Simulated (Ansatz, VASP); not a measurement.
**One calculation of Au, two programs**

POSCAR

```
Au
1.0
    0.0000000000      2.0615246536      2.0615246536
    2.0615246536      0.0000000000      2.0615246536
    2.0615246536      2.0615246536      0.0000000000
Au
1
Direct
    0.0000000000      0.0000000000      0.0000000000
```

File INCAR.step1:

```
SYSTEM = Au
PREC = Accurate
ENCUT = 520
ISMEAR = 1
SIGMA = 0.2
LREAL = .FALSE.
LASPH = .TRUE.
NELM = 60
NBANDS = 12
GGA = PE
ALGO = Normal
EDIFF = 1E-4
LWAVE = .TRUE.
LCHARG = .FALSE.
```

Contents of INCAR.step2:

```
SYSTEM = Au
PREC = Accurate
ENCUT = 520
EDIFF = 1E-6
ISMEAR = 1
SIGMA = 0.2
LREAL = .FALSE.
LASPH = .TRUE.
NELM = 60
ALGO = Normal
ISIF = 2
LWAVE = .FALSE.
LCHARG = .FALSE.
METAGGA = R2SCAN
LMIXTAU = .TRUE.
NBANDS = 12
ISTART = 1
```

KPOINTS

```
Automatic mesh
0
G
  13 13 13
  0 0 0
```

Input for Ansatz:

```yaml
crystal:
  lattice:
    - [0.0, 2.0615246536, 2.0615246536]
    - [2.0615246536, 0.0, 2.0615246536]
    - [2.0615246536, 2.0615246536, 0.0]
  atoms:
    - { symbol: Au, position: [0.0, 0.0, 0.0] }
hamiltonian:
  xc: r2scan
  pseudopotentials:
    kind: paw
    azcp:
      Au: "pseudopotentials/Au.paw.azcp"
basis:
  ecutwfc: 500
  fft_grid_basis: typed
kpoints:
  mp_grid: { grid: [13, 13, 13], shift: [0, 0, 0] }
magnetization:
  spin_polarized: false
scf:
  occupations: { method: methfessel_paxton, width: 0.2 }
  lower_state_search: "off"
output:
  stress: true
  write_density: true
  write_potential: true
  elf: true
  volumetric_format: npy
```

Alike in both runs: task single point; functional r2SCAN; k mesh 13 × 13 × 13; occupations methfessel-paxton of order 1, width 0.2 eV; no spin polarisation.

|  | VASP | Ansatz |
| --- | --- | --- |
| version | VASP 6.6.1 | Ansatz 0.2.0 |
| potentials or method | VASP PAW PBE potentials, release 64 (Au), cutoff 520 eV | plane waves (500 eV) with PAW, scalar-relativistic |
| valence electrons in the cell | 11 | 19 |

VASP gave:

* pressure (GPa): 0.1

Question: Which values does Ansatz return?

Answer: Pressure (GPa): -0.2.

VASP's potentials were made for PBE, not for r2SCAN. VASP's potentials hold 11 valence electrons a cell and Ansatz's 19, so a difference there can come from the potentials and not from the codes.

Neither program's run includes spin-orbit coupling.
